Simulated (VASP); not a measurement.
Write the native input for VASP 6.6.1 that does the following.

```
Task                   : single point
Functional             : BLYP
Potentials or basis    : VASP PAW PBE potentials, release 64 (Te, Ti_sv)
Cutoff                 : 520 eV
k mesh                 : 8 × 8 × 4
Occupations            : fermi-dirac, width 0.05 eV
Spin                   : no spin polarisation
Dipole correction      : no
Further INCAR settings : ALGO = Normal; EDIFF = 1e-06; NBANDS = 19
```

The structure of TiTe2 lies in POSCAR:

```
TiTe2
1.0
    3.7770000000      0.0000000000      0.0000000000
   -1.8885000000      3.2709779501      0.0000000000
    0.0000000000      0.0000000000      6.4980000000
Te Ti
2 1
Direct
    0.3333333333      0.6666666667      0.7372000000
    0.6666666667      0.3333333333      0.2628000000
    0.0000000000      0.0000000000      0.0000000000
```

These files were run (other wordings do the same):

INCAR

```
SYSTEM = TiTe2
  AGGAC = 1.0
  AGGAX = 1.0
  ALDAC = 0.0
  ALDAX = 1.0
  ALGO = Normal
  EDIFF = 1E-6
  ENCUT = 520
  GGA = B5
  ISIF = 2
  ISMEAR = -1
  LASPH = .TRUE.
  LCHARG = .FALSE.
  LREAL = .FALSE.
  LWAVE = .FALSE.
  NBANDS = 19
  NELM = 100
  PREC = Accurate
  SIGMA = 0.05
```

KPOINTS

```
k-points
0
G
  8 8 4
  0 0 0
```

Potentials or basis: VASP PAW PBE potentials, release 64 (Te, Ti_sv).

Command:

```sh
$ cat potpaw_PBE.64/Te/POTCAR potpaw_PBE.64/Ti_sv/POTCAR > POTCAR
$ mpirun -np 1 vasp_std > vasp.out
```

It gave:

The pressure is 5.4 GPa and the largest force is 0.079 eV/Å. The band gap on the k mesh is zero (bands 12 and 13 overlap by 0.59 eV).

Caveat: the cell stands under pressure; the PAW data sets were made with another functional, which shifts forces and pressure a little; spin-orbit coupling is left out, which moves the levels of the heavy elements; this functional lacks dispersion, which binds layers or chains, so the pressure and a relaxed spacing across them are unreliable.

It took 54 s on 1 thread of AMD EPYC 9R45 96-Core Processor (Zen 5), on a shared host, peak memory 0.18 GiB.
